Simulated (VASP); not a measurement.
# ZnS (P3m1) in VASP: single point with PBE

Aim: the single point of ZnS with PBE.

All numbers are computed with VASP 6.6.1; they aren't measurements. Logs are shortened: lines on timing, memory, paths and dates and some standing lists are left out, and cuts for length are marked.

### 1 The cell of the first run

Symmetry: P3m1, No. 156, trigonal system. The conventional cell has a = 3.823 Å, b = 3.823 Å, c = 12.520 Å, α = 90.00°, β = 90.00°, γ = 120.00°. Within 3.1 Å of Zn (site symmetry 3m) lie 4 S at 2.34 to 2.35 Å. Zn (site symmetry 3m) has 4 S at 2.34 to 2.35 Å within 3.1 Å. Zn (site symmetry 3m) has 4 S at 2.31 to 2.46 Å within 3.0 Å. Within 3.1 Å of Zn (site symmetry 3m) lie 4 S at 2.34 to 2.35 Å. Within 3.0 Å of S (site symmetry 3m) lie 4 Zn at 2.31 to 2.35 Å. Within 3.1 Å of S (site symmetry 3m) lie 4 Zn at 2.34 to 2.35 Å. S (site symmetry 3m) has 4 Zn at 2.34 to 2.46 Å within 3.1 Å. Within 3.1 Å of S (site symmetry 3m) lie 4 Zn at 2.34 to 2.35 Å.

### 2 Single point, PBE (atom 3 (Zn) moved -0.113 Å along Cartesian [0 0 1])

Contents of INCAR:

```
PREC = Accurate
ENCUT = 520
EDIFF = 1E-7
ISMEAR = 0
SIGMA = 0.05
LREAL = F
LASPH = T
NELM = 100
ALGO = Normal
ISIF = 2
LWAVE = F
LCHARG = T
GGA = PE
LELF = T
LVHAR = T
NBANDS = 46
```

Contents of KPOINTS:

```
regular mesh
0
Gamma
  12 12 4
```

Contents of POSCAR:

```
ZnS
1.0
    3.8227020304      0.0000000000      0.0000000000
   -1.9113510152      3.3105570694      0.0000000000
    0.0000000000      0.0000000000     12.5200000000
Zn S
4 4
Direct
    0.0000000000      0.0000000000      0.0000000000
    0.0000000000      0.0000000000      0.5000000000
    0.3333333333      0.6666666667      0.2410143770
    0.6666666667      0.3333333333      0.7500000000
    0.0000000000      0.0000000000      0.1875000000
    0.0000000000      0.0000000000      0.6875000000
    0.3333333333      0.6666666667      0.4375000000
    0.6666666667      0.3333333333      0.9375000000
```

Potentials or basis: VASP PAW PBE potentials, release 64 (Zn, S).

Command:

```console
cat potpaw_PBE.64/Zn/POTCAR potpaw_PBE.64/S/POTCAR > POTCAR
mpirun -np 1 vasp_std > vasp.out
```

OUTCAR:

```text
PREC = Accurate
   ENCUT = 520
   EDIFF = 1E-7
   ISMEAR = 0
   LREAL = F
   LASPH = T
   NELM = 100
   ISIF = 2
   GGA = PE

 ion  position               nearest neighbor table
   1  0.000  0.000  0.000-   8 2.34   8 2.34   8 2.34   5 2.35
   2  0.000  0.000  0.500-   7 2.34   7 2.34   7 2.34   6 2.35
   3  0.333  0.667  0.241-   5 2.31   5 2.31   5 2.31   7 2.46
   4  0.667  0.333  0.750-   6 2.34   6 2.34   6 2.34   8 2.35
   5  0.000  0.000  0.188-   3 2.31   3 2.31   3 2.31   1 2.35
   6  0.000  0.000  0.688-   4 2.34   4 2.34   4 2.34   2 2.35
   7  0.333  0.667  0.438-   2 2.34   2 2.34   2 2.34   3 2.46
   8  0.667  0.333  0.938-   1 2.34   1 2.34   1 2.34   4 2.35

  LATTYP: Found a hexagonal cell.
 ALAT       =     3.8227020304
 C/A-ratio  =     3.2751702593

  Lattice vectors:

 A1 = (   3.8227020304,   0.0000000000,   0.0000000000)
 A2 = (  -1.9113510152,   3.3105570694,   0.0000000000)
 A3 = (   0.0000000000,   0.0000000000,  12.5200000000)

Analysis of symmetry for initial positions (statically):
=====================================================================
 Subroutine PRICEL returns:
 Original cell was already a primitive cell.

 Routine SETGRP: Setting up the symmetry group for a
 hexagonal supercell.

 Subroutine GETGRP returns: Found  6 space group operations
 (whereof  6 operations were pure point group operations)
 out of a pool of 24 trial point group operations.

The static configuration has the point symmetry C_3v.

Analysis of symmetry for dynamics (positions and initial velocities):
=====================================================================
 Subroutine PRICEL returns:
 Original cell was already a primitive cell.

 Routine SETGRP: Setting up the symmetry group for a
 hexagonal supercell.

 Subroutine GETGRP returns: Found  6 space group operations
 (whereof  6 operations were pure point group operations)
 out of a pool of 24 trial point group operations.

The dynamic configuration has the point symmetry C_3v.

 Subroutine INISYM returns: Found  6 space group operations
 (whereof  6 operations are pure point group operations),
 and found     1 'primitive' translations

----------------------------------------------------------------------------------------

                                     Primitive cell

  volume of cell :     158.4440

[... 103 lines left out ...]
   NSW    =      0    number of steps for IOM
   IBRION =     -1    ionic relax: 0-MD 1-quasi-New 2-CG
   NFREE  =      0    steps in history (QN), initial steepest desc. (CG)
   ISIF   =      2    stress and relaxation
   ISYM   =      2    0-nonsym 1-usesym 2-fastsym
   POTIM  = 0.5000    time-step for ionic-motion
   TEBEG  =    0.0;   TEEND  =   0.0 temperature during run
   PSTRESS=    0.0 pullay stress
   NELECT =      72.0000    total number of electrons
   NUPDOWN=      -1.0000    fix difference up-down
   EMIN   =  10.00;   EMAX   =-10.00  energy-range for DOS
   EFERMI =   0.00;   METHOD = LEGACY
   ISMEAR =     0;   SIGMA  =   0.05  broadening in eV -4-tet -1-fermi 0-gaus
   EFERMI_NEDOS =   21; number of points for ismear=-14 and -15
   IALGO  =     38    algorithm
   IMIX   =      4    mixing-type and parameters
     AMIX     =   0.40;   BMIX     =  1.00
     AMIX_MAG =   1.60;   BMIX_MAG =  1.00
  volume/ion in A,a.u.               =      19.81       133.65
  Fermi-wavevector in a.u.,A,eV,Ry     =   1.258617  2.378442 21.553229  1.584118
  Thomas-Fermi vector in A             =   2.392218
   LORBIT       =      0    0 simple, 1 ext, 2 COOP (PROOUT), +10 PAW based schemes
   GGA     = PE    functional components
   LHFCALC =     F    Hartree Fock is set to
   AEXX    =    0.0000 exact exchange contribution
   IVDW    =     0    specifies the selected vdW correction
   LEPSILON=     F    determine dielectric tensor
   LRPA    =     F    only Hartree local field effects (RPA)
 non-spin polarized calculation
 Gauss-broadening in eV      SIGMA  =   0.05
  energy-cutoff  :      520.00
  volume of cell :      158.44
 maximum number of plane-waves:      4296
   NGX = 15   NGY = 15   NGZ = 47

 number of electron      71.9999985 magnetization

 Free energy of the ion-electron system (eV)
  ---------------------------------------------------
  ext. energy  EPLUGINS =         0.00000000
  ---------------------------------------------------
  free energy    TOTEN  =       -27.33646656 eV

  energy without entropy =      -27.33646656  energy(sigma->0) =      -27.33646656

 E-fermi :   2.3586     XC(G=0):  -9.6081

 val. band max:        2.1270706056   @ k =   0.0000   0.0000   0.0000
 cond. band min:       4.1905805904   @ k =   0.0000   0.0000   0.0000
 fundamental gap:      2.0635099849
 Fermi energy:         2.3585847286

 k-point     1 :       0.0000    0.0000    0.0000
  band No.  band energies     occupation
      1     -11.1566      2.00000
      2     -10.7368      2.00000
      3     -10.5143      2.00000
      4     -10.0577      2.00000
      5      -4.4642      2.00000
      6      -4.4642      2.00000
[... 1165 lines left out ...]
     45       8.9192      0.00000
     46       9.0172      0.00000

 [... further k-points ...]

------------------------ aborting loop because EDIFF is reached ----------------------------------------

  FORCE on cell =-STRESS in cart. coord.  units (eV):
  Direction    XX          YY          ZZ          XY          YZ          ZX
  --------------------------------------------------------------------------------------
  -------------------------------------------------------------------------------------
  Total        1.9024371      1.9024371      0.8769211     -0.0000000      0.0000000      0.0000000
  in kB       19.2373409     19.2373409      8.8673786     -0.0000000      0.0000000      0.0000000
  external PRESSURE =      15.7806868 kB  Pullay stress =       0.0000000 kB

 VOLUME and BASIS-vectors are now :
 -----------------------------------------------------------------------------
  energy-cutoff  :      520.00
  volume of cell :      158.44
      direct lattice vectors                 reciprocal lattice vectors
     3.822702030  0.000000000  0.000000000     0.261595069  0.151031983  0.000000000
    -1.911351015  3.310557069  0.000000000     0.000000000  0.302063967  0.000000000
     0.000000000  0.000000000 12.520000000     0.000000000  0.000000000  0.079872204

 POSITION                                       TOTAL-FORCE (eV/Angst)
 -----------------------------------------------------------------------------------
      0.00000      0.00000      0.00000         0.000000     -0.000000     -0.086111
      0.00000      0.00000      6.26000         0.000000     -0.000000     -0.077694
     -0.00000      2.20704      3.01750        -0.000000     -0.000000      0.792094
      1.91135      1.10352      9.39000        -0.000000      0.000000     -0.083790
      0.00000      0.00000      2.34750         0.000000     -0.000000     -0.305087
      0.00000      0.00000      8.60750         0.000000     -0.000000      0.047283
     -0.00000      2.20704      5.47750         0.000000     -0.000000     -0.374085
      1.91135      1.10352     11.73750         0.000000     -0.000000      0.087390
 -----------------------------------------------------------------------------------
    total drift:                               -0.000004     -0.000001     -0.000444

  FREE ENERGIE OF THE ION-ELECTRON SYSTEM (eV)
  ---------------------------------------------------
  free  energy   TOTEN  =       -27.3364665558 eV

  energy  without entropy=      -27.3364665558  energy(sigma->0) =      -27.33646656
```

OSZICAR:

```text
N       E                     dE             d eps       ncg     rms          rms(c)
DAV:   1     0.595436756039E+03    0.59544E+03   -0.33327E+04  6348   0.189E+03
DAV:   2     0.528270837171E+02   -0.54261E+03   -0.52136E+03  6356   0.437E+02
DAV:   3    -0.252195329049E+02   -0.78047E+02   -0.76918E+02  7016   0.153E+02
DAV:   4    -0.290036873219E+02   -0.37842E+01   -0.37685E+01  7746   0.339E+01
DAV:   5    -0.290619756649E+02   -0.58288E-01   -0.58258E-01  7454   0.428E+00    0.138E+01
DAV:   6    -0.273000675639E+02    0.17619E+01   -0.35844E+00  9872   0.420E+01    0.106E+01
DAV:   7    -0.274123256942E+02   -0.11226E+00   -0.46276E+00  7188   0.848E+00    0.402E+00
DAV:   8    -0.273368118744E+02    0.75514E-01   -0.30633E-01  8070   0.532E+00    0.126E+00
DAV:   9    -0.273356039309E+02    0.12079E-02   -0.83332E-02  8190   0.268E+00    0.400E-01
DAV:  10    -0.273359739211E+02   -0.36999E-03   -0.42951E-03  7530   0.877E-01    0.221E-01
DAV:  11    -0.273363032566E+02   -0.32934E-03   -0.60445E-04  7510   0.441E-01    0.889E-02
DAV:  12    -0.273364541341E+02   -0.15088E-03   -0.34795E-04  7214   0.205E-01    0.405E-02
DAV:  13    -0.273364583406E+02   -0.42065E-05   -0.62646E-05  7702   0.852E-02    0.223E-02
DAV:  14    -0.273364642429E+02   -0.59023E-05   -0.92606E-06  7114   0.567E-02    0.747E-03
DAV:  15    -0.273364660464E+02   -0.18035E-05   -0.40550E-06  7186   0.216E-02    0.316E-03
DAV:  16    -0.273364665277E+02   -0.48131E-06   -0.15000E-06  7078   0.104E-02    0.250E-03
DAV:  17    -0.273364665558E+02   -0.28067E-07   -0.95609E-08  5326   0.679E-03
   1 F= -.27336467E+02 E0= -.27336467E+02  d E =-.486010E-13
```

stdout:

```text
POSCAR found type information on POSCAR ZnS
 POSCAR found :  2 types and       8 ions
 scaLAPACK will be used
 LDA part: xc-table for (Slater+PW92), standard interpolation
 POSCAR, INCAR and KPOINTS ok, starting setup
 FFT: planning ... GRIDC
 FFT: planning ... GRID_SOFT
 FFT: planning ... GRID
 WAVECAR not read
 entering main loop
```

Run time: 10 min. Hardware: 1 thread of Intel Xeon 8259CL, shared host; peak memory 0.51 GiB.

Results:

| Property | Result |
| --- | --- |
| Free energy | -27.3365 eV |
| Pressure | 1.6 GPa |
| Largest force | 0.792 eV/Å |
| Band gap on the k mesh | 2.06 eV |

Forces in eV/Å, atoms in the order of the input:
```
Zn   0.000  0.000 -0.086
Zn   0.000  0.000 -0.078
Zn   0.000  0.000  0.792
Zn   0.000  0.000 -0.084
S    0.000  0.000 -0.305
S    0.000  0.000  0.047
S    0.000  0.000 -0.374
S    0.000  0.000  0.087
```

Stress tensor (GPa, compression positive):
```
1.92 0.00 0.00
0.00 1.92 0.00
0.00 0.00 0.89
```

Caveat: the cell differs from its parent crystal (atom 3 (Zn) moved -0.113 Å along Cartesian [0 0 1]). A k mesh can miss the band edges.
